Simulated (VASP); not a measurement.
# InPd (Cmmm) in VASP: single point with LDA

Aim: the single point of InPd with LDA.

All numbers are computed with VASP 6.6.1; they aren't measurements. Logs are shortened: lines on timing, memory, paths and dates and some standing lists are left out, and cuts for length are marked.

## 1. The cell of the first run

Symmetry: Cmmm, No. 65, orthorhombic system. Conventional cell: a = 4.497 Å, b = 4.757 Å, c = 3.272 Å, α = 90.00°, β = 90.00°, γ = 90.00°. Within 3.7 Å of In (site symmetry mmm) lie 8 Pd at 2.78 to 2.89 Å and 6 In at 3.27 Å. Within 3.7 Å of Pd (site symmetry mmm) lie 8 In at 2.78 to 2.89 Å and 6 Pd at 3.27 Å.

## 2. Single point, LDA (strain +0.0562 x Voigt [0, 0, 0, 0, 1, 0])

Contents of INCAR:

```
PREC = Accurate ; ENCUT = 520
EDIFF = 1E-7 ; ISMEAR = 0
SIGMA = 0.15 ; LREAL = F
LASPH = T ; NELM = 100
ALGO = Fast ; ISIF = 2
LWAVE = F ; LCHARG = T
GGA = CA ; LELF = T
LVHAR = T ; NBANDS = 18
```

Contents of KPOINTS:

```
Automatic mesh
0
Gamma
  14 14 14
```

Contents of POSCAR:

```
InPd
1.0
    3.2718847800      0.0000000000      0.0919399623
    0.0000000000      3.2718847800      0.0000000000
    0.0919399623      0.0000000000      3.2718847800
In Pd
1 1
Direct
    0.0000000000      0.0000000000      0.0000000000
    0.5000000000      0.5000000000      0.5000000000
```

Potentials or basis: VASP PAW LDA potentials, release 64 (In_d, Pd).

On the command line:

```sh
> cat potpaw_LDA.64/In_d/POTCAR potpaw_LDA.64/Pd/POTCAR > POTCAR
> mpirun -np 1 vasp_std > vasp.out
```

OUTCAR:

```text
PREC = Accurate
   ENCUT = 520
   EDIFF = 1E-7
   ISMEAR = 0
   LREAL = F
   LASPH = T
   NELM = 100
   ISIF = 2
   GGA = CA

 ion  position               nearest neighbor table
   1  0.000  0.000  0.000-   2 2.78   2 2.78   2 2.78   2 2.78   2 2.89   2 2.89   2 2.89   2 2.89

   2  0.500  0.500  0.500-   1 2.78   1 2.78   1 2.78   1 2.78   1 2.89   1 2.89   1 2.89   1 2.89

  LATTYP: Found a base centered orthorhombic cell.
 ALAT       =     4.4971210888
 B/A-ratio  =     1.0578248791
 C/A-ratio  =     0.7275509632

  Lattice vectors:

 A1 = (  -3.2718847800,   0.0000000000,  -0.0919399623)
 A2 = (   0.0919399623,   0.0000000000,   3.2718847800)
 A3 = (   0.0000000000,   3.2718847800,   0.0000000000)

Analysis of symmetry for initial positions (statically):
=====================================================================
 Subroutine PRICEL returns:
 Original cell was already a primitive cell.

 Routine SETGRP: Setting up the symmetry group for a
 base centered orthorhombic supercell.

 Subroutine GETGRP returns: Found  8 space group operations
 (whereof  8 operations were pure point group operations)
 out of a pool of  8 trial point group operations.

The static configuration has the point symmetry D_2h.

Analysis of symmetry for dynamics (positions and initial velocities):
=====================================================================
 Subroutine PRICEL returns:
 Original cell was already a primitive cell.

 Routine SETGRP: Setting up the symmetry group for a
 base centered orthorhombic supercell.

 Subroutine GETGRP returns: Found  8 space group operations
 (whereof  8 operations were pure point group operations)
 out of a pool of  8 trial point group operations.

The dynamic configuration has the point symmetry D_2h.

 Subroutine INISYM returns: Found  8 space group operations
 (whereof  8 operations are pure point group operations),
 and found     1 'primitive' translations

----------------------------------------------------------------------------------------

                                     Primitive cell

  volume of cell :      34.9986

  direct lattice vectors                    reciprocal lattice vectors
     3.271884780  0.000000000  0.091939962     0.305875757  0.000000000 -0.008595109
     0.000000000  3.271884780  0.000000000     0.000000000  0.305634234  0.000000000
     0.091939962  0.000000000  3.271884780    -0.008595109  0.000000000  0.305875757

  length of vectors
     3.273176282  3.271884780  3.273176282     0.305996494  0.305634234  0.305996494

  position of ions in fractional coordinates (direct lattice)
     0.000000000  0.000000000  0.000000000
     0.500000000  0.500000000  0.500000000

  ion indices of the primitive-cell ions
   primitive index   ion index
                 1           1
                 2           2

----------------------------------------------------------------------------------------

 KPOINTS: Automatic mesh

Automatic generation of k-mesh.
 Grid dimensions read from file:
 generate k-points for:   14   14   14

 Generating k-lattice:

  Cartesian coordinates                     Fractional coordinates (reciprocal lattice)
     0.021848268  0.000000000 -0.000613936     0.071428571  0.000000000  0.000000000
     0.000000000  0.021831017  0.000000000     0.000000000  0.071428571  0.000000000
    -0.000613936  0.000000000  0.021848268     0.000000000  0.000000000  0.071428571

  Length of vectors
     0.021856892  0.021831017  0.021856892

  Shift w.r.t. Gamma in fractional coordinates (k-lattice)
     0.000000000  0.000000000  0.000000000

 Subroutine IBZKPT returns following result:
 ===========================================

 Found    456 irreducible k-points:

 Following reciprocal coordinates:
            Coordinates               Weight
  0.000000  0.000000  0.000000      1.000000
  0.071429  0.000000 -0.000000      4.000000
  0.142857  0.000000  0.000000      4.000000
  0.214286  0.000000 -0.000000      4.000000
  0.285714  0.000000 -0.000000      4.000000
  0.357143  0.000000  0.000000      4.000000
[... 16 lines left out ...]
  0.428571  0.142857 -0.000000      8.000000
  0.500000  0.142857  0.000000      4.000000
 [... further k-points ...]
   k-points           NKPTS =    456   k-points in BZ     NKDIM =    456   number of bands    NBANDS=     18
   number of dos      NEDOS =    301   number of ions     NIONS =      2
   total plane-waves  NPLWV =  13824
   dimension x,y,z NGX =    24 NGY =   24 NGZ =   24
   dimension x,y,z NGXF=    48 NGYF=   48 NGZF=   48
   ions per type =               1   1
   NGX,Y,Z   is equivalent  to a cutoff of  12.19, 12.19, 12.19 a.u.
   NGXF,Y,Z  is equivalent  to a cutoff of  24.38, 24.39, 24.38 a.u.
 SYSTEM =  unknown system
   PREC   = accura    normal or accurate (medium, high low for compatibility)
   ISTART =      0    job   : 0-new  1-cont  2-samecut
   ICHARG =      2    charge: 1-file 2-atom 10-const
   ISPIN  =      1    spin polarized calculation?
   LNONCOLLINEAR =      F non collinear calculations
   LSORBIT =      F    spin-orbit coupling
   LASPH  =      T    aspherical Exc in radial PAW
   ENCUT  =  520.0 eV  38.22 Ry    6.18 a.u.   6.09  6.08  6.09*2*pi/ulx,y,z
   NELM   =    100;   NELMIN=  2; NELMDL= -5     # of ELM steps
   EDIFF  = 0.1E-06   stopping-criterion for ELM
   LREAL  =      F    real-space projection
   EDIFFG = 0.1E-05   stopping-criterion for IOM
   NSW    =      0    number of steps for IOM
   IBRION =     -1    ionic relax: 0-MD 1-quasi-New 2-CG
   NFREE  =      0    steps in history (QN), initial steepest desc. (CG)
   ISIF   =      2    stress and relaxation
   ISYM   =      2    0-nonsym 1-usesym 2-fastsym
   POTIM  = 0.5000    time-step for ionic-motion
   TEBEG  =    0.0;   TEEND  =   0.0 temperature during run
   PSTRESS=    0.0 pullay stress
   NELECT =      23.0000    total number of electrons
   NUPDOWN=      -1.0000    fix difference up-down
   EMIN   =  10.00;   EMAX   =-10.00  energy-range for DOS
   EFERMI =   0.00;   METHOD = LEGACY
   ISMEAR =     0;   SIGMA  =   0.15  broadening in eV -4-tet -1-fermi 0-gaus
   EFERMI_NEDOS =   21; number of points for ismear=-14 and -15
   IALGO  =     68    algorithm
   IMIX   =      4    mixing-type and parameters
     AMIX     =   0.40;   BMIX     =  1.00
     AMIX_MAG =   1.60;   BMIX_MAG =  1.00
  volume/ion in A,a.u.               =      17.50       118.09
  Fermi-wavevector in a.u.,A,eV,Ry     =   1.423313  2.689672 27.562959  2.025820
  Thomas-Fermi vector in A             =   2.543924
   LORBIT       =      0    0 simple, 1 ext, 2 COOP (PROOUT), +10 PAW based schemes
   GGA     = CA    functional components
   LHFCALC =     F    Hartree Fock is set to
   AEXX    =    0.0000 exact exchange contribution
   IVDW    =     0    specifies the selected vdW correction
   LEPSILON=     F    determine dielectric tensor
   LRPA    =     F    only Hartree local field effects (RPA)
 non-spin polarized calculation
 RMM-DIIS sequential band-by-band and
 Gauss-broadening in eV      SIGMA  =   0.15
  energy-cutoff  :      520.00
  volume of cell :       35.00
 maximum number of plane-waves:       960
   NGX = 13   NGY = 13   NGZ = 13

 number of electron      22.9999990 magnetization

 Free energy of the ion-electron system (eV)
  ---------------------------------------------------
  ext. energy  EPLUGINS =         0.00000000
  ---------------------------------------------------
  free energy    TOTEN  =       -10.75482559 eV

  energy without entropy =      -10.74594805  energy(sigma->0) =      -10.75038682

 E-fermi :  10.2430     XC(G=0): -12.5408

 val. band max:       10.2426396533   @ k =   0.3571   0.2857   0.0714
 cond. band min:      10.2568647767   @ k =   0.0714   0.2857  -0.0000
 fundamental gap:      0.0142251235
 Fermi energy:        10.2430120562

 k-point     1 :       0.0000    0.0000    0.0000
  band No.  band energies     occupation
      1      -4.6255      2.00000
      2      -4.6212      2.00000
      3      -4.2393      2.00000
      4      -4.2146      2.00000
      5      -4.1888      2.00000
      6       0.1249      2.00000
[... 10 lines left out ...]
     17      20.9676      0.00000
     18      25.6863      0.00000

 k-point     2 :       0.0714    0.0000   -0.0000
  band No.  band energies     occupation
      1      -4.6216      2.00000
      2      -4.6044      2.00000
      3      -4.2405      2.00000
      4      -4.2198      2.00000
      5      -4.1911      2.00000
      6       0.2062      2.00000
[... 10 lines left out ...]
     17      21.3943      0.00000
     18      25.5659      0.00000

 k-point     3 :       0.1429    0.0000    0.0000
  band No.  band energies     occupation
      1      -4.6132      2.00000
      2      -4.5552      2.00000
      3      -4.2468      2.00000
      4      -4.2342      2.00000
      5      -4.1947      2.00000
      6       0.4496      2.00000
[... 10 lines left out ...]
     17      22.8099      0.00000
     18      25.1939      0.00000

 k-point     4 :       0.2143    0.0000   -0.0000
  band No.  band energies     occupation
      1      -4.6012      2.00000
      2      -4.4844      2.00000
      3      -4.2615      2.00000
      4      -4.2548      2.00000
      5      -4.1943      2.00000
      6       0.8535      2.00000
[... 375 lines left out ...]
      4      -4.2915      2.00000
      5      -4.2146      2.00000
      6       2.3793      2.00000
[... 10 lines left out ...]
     17      22.5920      0.00000
     18      23.5012      0.00000

 k-point    23 :       0.4286    0.1429   -0.0000
  band No.  band energies     occupation
      1      -4.5267      2.00000
      2      -4.3652      2.00000
      3      -4.3209      2.00000
      4      -4.2503      2.00000
      5      -4.2130      2.00000
      6       3.1349      2.00000
[... 10 lines left out ...]
     17      22.1273      0.00000
     18      23.2061      0.00000

 k-point    24 :       0.5000    0.1429    0.0000
  band No.  band energies     occupation
      1      -4.5241      2.00000
      2      -4.3716      2.00000
      3      -4.3258      2.00000
      4      -4.2332      2.00000
      5      -4.2125      2.00000
      6       3.6681      2.00000
[... 10 lines left out ...]
     17      21.8810      0.00000
     18      23.0472      0.00000

 [... further k-points ...]
[... 5 lines left out ...]
  --------------------------------------------------------------------------------------
  -------------------------------------------------------------------------------------
  Total       -1.2850241     -1.2531856     -1.2850241      0.0000000      0.0000000     -0.5328082
  in kB      -58.8262177    -57.3687035    -58.8262177      0.0000000      0.0000000    -24.3910544
  external PRESSURE =     -58.3403796 kB  Pullay stress =       0.0000000 kB

 VOLUME and BASIS-vectors are now :
 -----------------------------------------------------------------------------
  energy-cutoff  :      520.00
  volume of cell :       35.00
      direct lattice vectors                 reciprocal lattice vectors
     3.271884780  0.000000000  0.091939962     0.305875757  0.000000000 -0.008595109
     0.000000000  3.271884780  0.000000000     0.000000000  0.305634234  0.000000000
     0.091939962  0.000000000  3.271884780    -0.008595109  0.000000000  0.305875757

 POSITION                                       TOTAL-FORCE (eV/Angst)
 -----------------------------------------------------------------------------------
      0.00000      0.00000      0.00000        -0.000000      0.000000      0.000000
      1.68191      1.63594      1.68191         0.000000      0.000000     -0.000000
 -----------------------------------------------------------------------------------
    total drift:                                0.000000      0.000000     -0.000000

  FREE ENERGIE OF THE ION-ELECTRON SYSTEM (eV)
  ---------------------------------------------------
  free  energy   TOTEN  =       -10.7548255940 eV

  energy  without entropy=      -10.7459480476  energy(sigma->0) =      -10.75038682
```

It took 4.4 min on 1 thread of Intel Xeon 8259CL, shared host; peak memory 0.38 GiB.

What came out:

* Free energy: -10.7548 eV
* Pressure: -5.8 GPa

Stress tensor (GPa, compression positive):
```
-5.88  0.00 -2.44
 0.00 -5.74  0.00
-2.44  0.00 -5.88
```

Caveat: the cell differs from its parent crystal (strain +0.0562 x Voigt [0, 0, 0, 0, 1, 0]); spin-orbit coupling is left out, which moves the levels of the heavy elements.
